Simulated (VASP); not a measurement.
# Ta (I4/mmm) in VASP: notebook

Ta is run at these levels: LDA; tasks: single point.

All numbers are computed with VASP 6.6.1; they aren't measurements. Logs are shortened: lines on timing, memory, paths and dates and some standing lists are left out, and cuts for length are marked.

### 1 The cell of the first run

Symmetry: I4/mmm, No. 139, tetragonal system. The conventional cell has a = 3.476 Å, b = 3.476 Å, c = 3.303 Å, α = 90.00°, β = 90.00°, γ = 90.00°. Within 3.9 Å of Ta (site symmetry 4/mmm) lie 14 Ta at 2.96 to 3.48 Å.

### 2 Single point, LDA (strain +0.0525 x Voigt [1, 1, 0, 0, 0, 0])

File INCAR:

```
ALGO = Fast ; EDIFF = 1E-6
ENCUT = 520 ; GGA = CA
ISIF = 2 ; ISMEAR = 1
LASPH = True ; LCHARG = False
LREAL = False ; LWAVE = False
NBANDS = 12 ; NELM = 100
PREC = Accurate ; SIGMA = 0.02
```

File KPOINTS:

```
k-points
0
Gamma
  20 20 20
```

File POSCAR:

```
Ta
1.0
   -1.7379722000      1.7379722000      1.6512800000
    1.7379722000     -1.7379722000      1.6512800000
    1.7379722000      1.7379722000     -1.6512800000
Ta
1
Direct
    0.0000000000      0.0000000000      0.0000000000
```

Potentials or basis: VASP PAW LDA potentials, release 64 (Ta_pv).

Command:

```
$ cat potpaw_LDA.64/Ta_pv/POTCAR > POTCAR
$ mpirun -np 1 vasp_std > vasp.out
```

OUTCAR:

```text
EDIFF = 1E-6
   ENCUT = 520
   GGA = CA
   ISIF = 2
   ISMEAR = 1
   LASPH = True
   LREAL = False
   NELM = 100
   PREC = Accurate

 ion  position               nearest neighbor table
   1  0.000  0.000  0.000-

  LATTYP: Found a body centered tetragonal cell.
 ALAT       =     3.4759444000
 C/A-ratio  =     0.9501187648

  Lattice vectors:

 A1 = (  -1.7379722000,   1.7379722000,   1.6512800000)
 A2 = (   1.7379722000,  -1.7379722000,   1.6512800000)
 A3 = (   1.7379722000,   1.7379722000,  -1.6512800000)

Analysis of symmetry for initial positions (statically):
=====================================================================
 Subroutine PRICEL returns:
 Original cell was already a primitive cell.

 Routine SETGRP: Setting up the symmetry group for a
 body centered tetragonal supercell.

 Subroutine GETGRP returns: Found 16 space group operations
 (whereof 16 operations were pure point group operations)
 out of a pool of 16 trial point group operations.

The static configuration has the point symmetry D_4h.

Analysis of symmetry for dynamics (positions and initial velocities):
=====================================================================
 Subroutine PRICEL returns:
 Original cell was already a primitive cell.

 Routine SETGRP: Setting up the symmetry group for a
 body centered tetragonal supercell.

 Subroutine GETGRP returns: Found 16 space group operations
 (whereof 16 operations were pure point group operations)
 out of a pool of 16 trial point group operations.

The dynamic configuration has the point symmetry D_4h.

 Subroutine INISYM returns: Found 16 space group operations
 (whereof 16 operations are pure point group operations),
 and found     1 'primitive' translations

----------------------------------------------------------------------------------------

                                     Primitive cell

  volume of cell :      19.9511

  direct lattice vectors                    reciprocal lattice vectors
    -1.737972200  1.737972200  1.651280000     0.000000000  0.287691598  0.302795407
     1.737972200 -1.737972200  1.651280000     0.287691598  0.000000000  0.302795407
     1.737972200  1.737972200 -1.651280000     0.287691598  0.287691598  0.000000000

  length of vectors
     2.961050552  2.961050552  2.961050552     0.417673933  0.417673933  0.406857360

  position of ions in fractional coordinates (direct lattice)
     0.000000000  0.000000000  0.000000000

  ion indices of the primitive-cell ions
   primitive index   ion index
                 1           1

----------------------------------------------------------------------------------------

 KPOINTS: k-points

Automatic generation of k-mesh.
 Grid dimensions read from file:
 generate k-points for:   20   20   20

 Generating k-lattice:

  Cartesian coordinates                     Fractional coordinates (reciprocal lattice)
     0.000000000  0.014384580  0.015139770     0.050000000  0.000000000  0.000000000
     0.014384580  0.000000000  0.015139770     0.000000000  0.050000000  0.000000000
     0.014384580  0.014384580  0.000000000     0.000000000  0.000000000  0.050000000

  Length of vectors
     0.020883697  0.020883697  0.020342868

  Shift w.r.t. Gamma in fractional coordinates (k-lattice)
     0.000000000  0.000000000  0.000000000

 Subroutine IBZKPT returns following result:
 ===========================================

 Found    641 irreducible k-points:

 Following reciprocal coordinates:
            Coordinates               Weight
  0.000000  0.000000  0.000000      1.000000
  0.050000 -0.000000  0.000000      8.000000
  0.100000  0.000000 -0.000000      8.000000
  0.150000 -0.000000  0.000000      8.000000
  0.200000  0.000000 -0.000000      8.000000
  0.250000  0.000000  0.000000      8.000000
[... 16 lines left out ...]
 -0.400000  0.050000  0.000000     16.000000
 -0.350000  0.050000 -0.000000     16.000000
 [... further k-points ...]
   k-points           NKPTS =    641   k-points in BZ     NKDIM =    641   number of bands    NBANDS=     12
   number of dos      NEDOS =    301   number of ions     NIONS =      1
   total plane-waves  NPLWV =  13824
   dimension x,y,z NGX =    24 NGY =   24 NGZ =   24
   dimension x,y,z NGXF=    48 NGYF=   48 NGZF=   48
   ions per type =               1
   NGX,Y,Z   is equivalent  to a cutoff of  13.47, 13.47, 13.47 a.u.
   NGXF,Y,Z  is equivalent  to a cutoff of  26.95, 26.95, 26.95 a.u.
 SYSTEM =  unknown system
   PREC   = accura    normal or accurate (medium, high low for compatibility)
   ISTART =      0    job   : 0-new  1-cont  2-samecut
   ICHARG =      2    charge: 1-file 2-atom 10-const
   ISPIN  =      1    spin polarized calculation?
   LNONCOLLINEAR =      F non collinear calculations
   LSORBIT =      F    spin-orbit coupling
   LASPH  =      T    aspherical Exc in radial PAW
   ENCUT  =  520.0 eV  38.22 Ry    6.18 a.u.   5.51  5.51  5.51*2*pi/ulx,y,z
   NELM   =    100;   NELMIN=  2; NELMDL= -5     # of ELM steps
   EDIFF  = 0.1E-05   stopping-criterion for ELM
   LREAL  =      F    real-space projection
   EDIFFG = 0.1E-04   stopping-criterion for IOM
   NSW    =      0    number of steps for IOM
   IBRION =     -1    ionic relax: 0-MD 1-quasi-New 2-CG
   NFREE  =      0    steps in history (QN), initial steepest desc. (CG)
   ISIF   =      2    stress and relaxation
   ISYM   =      2    0-nonsym 1-usesym 2-fastsym
   POTIM  = 0.5000    time-step for ionic-motion
   TEBEG  =    0.0;   TEEND  =   0.0 temperature during run
   PSTRESS=    0.0 pullay stress
   NELECT =      11.0000    total number of electrons
   NUPDOWN=      -1.0000    fix difference up-down
   EMIN   =  10.00;   EMAX   =-10.00  energy-range for DOS
   EFERMI =   0.00;   METHOD = LEGACY
   ISMEAR =     1;   SIGMA  =   0.02  broadening in eV -4-tet -1-fermi 0-gaus
   EFERMI_NEDOS =   21; number of points for ismear=-14 and -15
   IALGO  =     68    algorithm
   IMIX   =      4    mixing-type and parameters
     AMIX     =   0.40;   BMIX     =  1.00
     AMIX_MAG =   1.60;   BMIX_MAG =  1.00
  volume/ion in A,a.u.               =      19.95       134.64
  Fermi-wavevector in a.u.,A,eV,Ry     =   1.342405  2.536778 24.518400  1.802052
  Thomas-Fermi vector in A             =   2.470562
   LORBIT       =      0    0 simple, 1 ext, 2 COOP (PROOUT), +10 PAW based schemes
   GGA     = CA    functional components
   LHFCALC =     F    Hartree Fock is set to
   AEXX    =    0.0000 exact exchange contribution
   IVDW    =     0    specifies the selected vdW correction
   LEPSILON=     F    determine dielectric tensor
   LRPA    =     F    only Hartree local field effects (RPA)
 non-spin polarized calculation
 RMM-DIIS sequential band-by-band and
 Methfessel and Paxton  Order N= 1 SIGMA  =   0.02
  energy-cutoff  :      520.00
  volume of cell :       19.95
 maximum number of plane-waves:       558
 NGX is ok and might be reduce to    24
   NGX = 11   NGY = 11   NGZ = 11

 number of electron      11.0000000 magnetization

 Free energy of the ion-electron system (eV)
  ---------------------------------------------------
  ext. energy  EPLUGINS =         0.00000000
  ---------------------------------------------------
  free energy    TOTEN  =       -12.59733834 eV

  energy without entropy =      -12.59736136  energy(sigma->0) =      -12.59734601

 E-fermi :   4.5954     XC(G=0): -12.2855

 val. band max:        4.5923032051   @ k =  -0.0500  -0.2500   0.0500
 cond. band min:       4.5966603520   @ k =  -0.2500   0.2000  -0.0000
 fundamental gap:      0.0043571469
 Fermi energy:         4.5953539594

 k-point     1 :       0.0000    0.0000    0.0000
  band No.  band energies     occupation
      1     -28.7203      2.00000
      2     -28.7203      2.00000
      3     -28.7078      2.00000
      4      -2.8619      2.00000
      5       4.8737     -0.00000
      6       5.4548      0.00000
      7       5.4548      0.00000
      8       7.7223      0.00000
      9       8.5040      0.00000
     10      18.9215      0.00000
     11      18.9215      0.00000
     12      19.8093      0.00000

 k-point     2 :       0.0500   -0.0000    0.0000
  band No.  band energies     occupation
      1     -28.7376      2.00000
      2     -28.7276      2.00000
      3     -28.7132      2.00000
      4      -2.7602      2.00000
      5       4.8861     -0.00000
      6       5.4316      0.00000
      7       5.4719      0.00000
      8       7.7115      0.00000
      9       8.4226      0.00000
     10      19.0977      0.00000
     11      19.1034      0.00000
     12      19.9533      0.00000

 k-point     3 :       0.1000    0.0000   -0.0000
  band No.  band energies     occupation
      1     -28.8005      2.00000
      2     -28.7486      2.00000
      3     -28.7158      2.00000
      4      -2.4622      2.00000
      5       4.8209     -0.00000
      6       5.3424      0.00000
      7       5.6364      0.00000
      8       7.6808      0.00000
      9       8.2549      0.00000
     10      19.4887      0.00000
     11      19.6341      0.00000
     12      20.3777      0.00000

 k-point     4 :       0.1500   -0.0000    0.0000
  band No.  band energies     occupation
      1     -28.8987      2.00000
      2     -28.7813      2.00000
      3     -28.7182      2.00000
      4      -1.9906      2.00000
      5       4.6043      0.32229
      6       5.1504      0.00000
      7       6.0493      0.00000
      8       7.6559      0.00000
      9       8.1415      0.00000
     10      17.9097      0.00000
     11      19.7856      0.00000
     12      20.4750      0.00000

 k-point     5 :       0.2000    0.0000   -0.0000
  band No.  band energies     occupation
      1     -29.0204      2.00000
      2     -28.8221      2.00000
      3     -28.7210      2.00000
      4      -1.3873      2.00000
      5       4.3065      2.00000
      6       4.8701     -0.00000
      7       6.6692      0.00000
      8       7.6985      0.00000
      9       8.1385      0.00000
     10      17.9089      0.00000
     11      19.6501      0.00000
     12      21.0938      0.00000
[... 228 lines left out ...]
      1     -29.5502      2.00000
      2     -29.0134      2.00000
      3     -28.7420      2.00000
      4       0.7296      2.00000
      5       3.1162      2.00000
      6       5.8268      0.00000
      7       8.0349      0.00000
      8       9.1872      0.00000
      9      11.3948      0.00000
     10      14.7491      0.00000
     11      16.2503      0.00000
     12      19.5600      0.00000

 k-point    22 :      -0.4500    0.0500    0.0000
  band No.  band energies     occupation
      1     -29.5120      2.00000
      2     -28.9994      2.00000
      3     -28.7402      2.00000
      4       0.6904      2.00000
      5       3.1975      2.00000
      6       5.3763      0.00000
      7       8.1094      0.00000
      8       8.9949      0.00000
      9      10.8454      0.00000
     10      15.3586      0.00000
     11      16.6672      0.00000
     12      17.9183      0.00000

 k-point    23 :      -0.4000    0.0500    0.0000
  band No.  band energies     occupation
      1     -29.4397      2.00000
      2     -28.9723      2.00000
      3     -28.7377      2.00000
      4       0.5464      2.00000
      5       3.3527      2.00000
      6       4.8265     -0.00000
      7       8.1362      0.00000
      8       8.7162      0.00000
      9       9.9731      0.00000
     10      16.2957      0.00000
     11      17.4972      0.00000
     12      17.9249      0.00000

 k-point    24 :      -0.3500    0.0500   -0.0000
  band No.  band energies     occupation
      1     -29.3393      2.00000
      2     -28.9348      2.00000
      3     -28.7345      2.00000
      4       0.2035      2.00000
      5       3.5730      2.00000
      6       4.4869      2.00000
      7       8.0159      0.00000
      8       8.4790      0.00000
      9       9.0055      0.00000
     10      17.3117      0.00000
     11      17.9137      0.00000
     12      18.7245      0.00000

 [... further k-points ...]
[... 5 lines left out ...]
  --------------------------------------------------------------------------------------
  -------------------------------------------------------------------------------------
  Total       -3.0924907     -3.0924907     -2.6228715      0.0000000      0.0000000      0.0000000
  in kB     -248.3433963   -248.3433963   -210.6304905      0.0000000      0.0000000      0.0000000
  external PRESSURE =    -235.7724277 kB  Pullay stress =       0.0000000 kB

 VOLUME and BASIS-vectors are now :
 -----------------------------------------------------------------------------
  energy-cutoff  :      520.00
  volume of cell :       19.95
      direct lattice vectors                 reciprocal lattice vectors
    -1.737972200  1.737972200  1.651280000     0.000000000  0.287691598  0.302795407
     1.737972200 -1.737972200  1.651280000     0.287691598  0.000000000  0.302795407
     1.737972200  1.737972200 -1.651280000     0.287691598  0.287691598  0.000000000

 POSITION                                       TOTAL-FORCE (eV/Angst)
 -----------------------------------------------------------------------------------
      0.00000      0.00000      0.00000        -0.000000     -0.000000      0.000000
 -----------------------------------------------------------------------------------
    total drift:                                0.000000      0.000000     -0.000000

  FREE ENERGIE OF THE ION-ELECTRON SYSTEM (eV)
  ---------------------------------------------------
  free  energy   TOTEN  =       -12.5973383365 eV

  energy  without entropy=      -12.5973613637  energy(sigma->0) =      -12.59734601
```

Wall time 85 s (1 thread of Intel Xeon Platinum 8375C at 2.90GHz (Ice Lake), shared host); peak memory 0.25 GiB.

Results:

```yaml
Free_energy: -12.5973 eV
Pressure: -23.6 GPa
```

Caveat: the cell differs from its parent crystal (strain +0.0525 x Voigt [1, 1, 0, 0, 0, 0]); spin-orbit coupling is left out, which moves the levels of the heavy elements.

### 3 Single point, LDA (strain +0.0600 x Voigt [1, 1, 0, 0, 0, 0])

File INCAR:

```
SYSTEM = Ta
ALGO     = Fast           ! electronic algorithm
EDIFF    = 1E-7           ! SCF threshold, eV
ENCUT    = 520            ! plane-wave cutoff, eV
GGA      = CA             ! functional
ISIF     = 2              ! what is computed and relaxed
ISMEAR   = 1              ! smearing method
LASPH    = .True.         ! aspherical terms in the spheres
LCHARG   = .True.         ! write CHGCAR
LELF     = .True.         ! ELF
LREAL    = .False.        ! projectors in reciprocal space
LVHAR    = .True.       
LWAVE    = .False.        ! write WAVECAR
NBANDS   = 12             ! bands
NELM     = 80             ! most SCF steps
PREC     = Accurate       ! precision mode
SIGMA    = 0.02           ! smearing width, eV
```

File KPOINTS:

```
k-points
0
Gamma
  20 20 20
  0 0 0
```

File POSCAR:

```
Ta
1.0
   -1.7503568000      1.7503568000      1.6512800000
    1.7503568000     -1.7503568000      1.6512800000
    1.7503568000      1.7503568000     -1.6512800000
Ta
1
Direct
    0.0000000000      0.0000000000      0.0000000000
```

Potentials or basis: VASP PAW LDA potentials, release 64 (Ta_pv).

Command:

```
$ cat potpaw_LDA.64/Ta_pv/POTCAR > POTCAR
$ mpirun -np 1 vasp_std > vasp.out
```

Wall time 80 s (1 thread of Intel Xeon Platinum 8375C at 2.90GHz (Ice Lake), shared host); peak memory 0.25 GiB.

The run converged. Its results:

* Free energy: -12.5518 eV
* Pressure: -25.2 GPa

Stress tensor (GPa, compression positive):
```
-26.40   0.00   0.00
  0.00 -26.40   0.00
  0.00   0.00 -22.67
```

Levels at points of the mesh, in eV from the Fermi level:
| k point | band 2 | band 3 | band 4 | band 5 | band 6 | band 7 | band 8 | band 9 |
| --- | --- | --- | --- | --- | --- | --- | --- | --- |
| (0.00, 0.00, 0.00) | -33.37 | -33.36 | -7.40 | 0.24 | 0.89 | 0.89 | 3.02 | 3.90 |
| (0.50, 0.00, 0.00) | -33.65 | -33.38 | -3.87 | -1.50 | 1.41 | 3.39 | 4.56 | 6.65 |
| (0.50, 0.50, 0.00) | -33.60 | -33.35 | -3.95 | -0.82 | 1.03 | 2.75 | 3.91 | 6.54 |
| (0.50, 0.50, 0.50) | -33.97 | -33.87 | -3.26 | -3.13 | 5.79 | 5.79 | 6.00 | 7.28 |

Caveat: the cell differs from its parent crystal (strain +0.0600 x Voigt [1, 1, 0, 0, 0, 0]); spin-orbit coupling is left out, which moves the levels of the heavy elements.

### 4 Single point, LDA (strain -0.0600 x Voigt [1, 1, 0, 0, 0, 0])

File INCAR:

```
  PREC = Accurate
  ENCUT = 520
  EDIFF = 1E-6
  ISMEAR = 1
  SIGMA = 0.02
  LREAL = False
  LASPH = True
  NELM = 80
  ALGO = Normal
  ISIF = 2
  LWAVE = False
  LCHARG = True
  GGA = CA
  LELF = True
  LVHAR = True
  NBANDS = 12
```

File KPOINTS:

```
Automatic mesh
0
Gamma
  20 20 20
```

File POSCAR:

```
Ta
1.0
   -1.5522032000      1.5522032000      1.6512800000
    1.5522032000     -1.5522032000      1.6512800000
    1.5522032000      1.5522032000     -1.6512800000
Ta
1
Direct
    0.0000000000      0.0000000000      0.0000000000
```

Command:

```
$ cat potpaw_LDA.64/Ta_pv/POTCAR > POTCAR
$ mpirun -np 1 vasp_std > vasp.out
```

Wall time 45 s (1 thread of Intel Xeon Platinum 8375C at 2.90GHz (Ice Lake), shared host); peak memory 0.22 GiB.

The run converged. Its results:

```yaml
Free_energy: -12.7213 eV
Pressure: 21.6 GPa
```

Stress tensor (GPa, compression positive):
```
24.76  0.00  0.00
 0.00 24.76  0.00
 0.00  0.00 15.41
```

Levels at points of the mesh, in eV from the Fermi level:
| k point | band 3 | band 4 | band 5 | band 6 | band 7 | band 8 |
| --- | --- | --- | --- | --- | --- | --- |
| (0.00, 0.00, 0.00) | -32.42 | -8.30 | 0.39 | 0.39 | 1.26 | 3.70 |
| (0.50, 0.00, 0.00) | -32.42 | -4.97 | -1.68 | 2.25 | 3.66 | 5.59 |
| (0.50, 0.50, 0.00) | -32.50 | -4.99 | -2.57 | 2.76 | 5.15 | 5.95 |
| (0.50, 0.50, 0.50) | -33.55 | -4.74 | -4.52 | 7.64 | 7.95 | 7.95 |

Caveat: the cell differs from its parent crystal (strain -0.0600 x Voigt [1, 1, 0, 0, 0, 0]); spin-orbit coupling is left out, which moves the levels of the heavy elements.

### 5 The runs side by side

| cell | gap on the mesh (eV) | pressure (GPa) |
| --- | --- | --- |
| a = 2.961 Å, angles 108.1, 108.1, 112.2°, 1 atom | none | -23.6 |
| a = 2.976 Å, angles 107.9, 107.9, 112.6°, 1 atom | none | -25.2 |
| a = 2.747 Å, angles 111.2, 111.2, 106.1°, 1 atom | none | 21.6 |

Alike in all rows: task single point; level LDA; potentials or basis VASP PAW LDA potentials, release 64 (Ta_pv); no spin polarisation; k mesh 20 × 20 × 20; cutoff (eV) 520; smearing methfessel-paxton 0.02 eV.

Caveats: spin-orbit coupling is left out, which moves the levels of the heavy elements.

Total energies depend on the potentials used, so only differences within one code and one set of settings carry meaning.
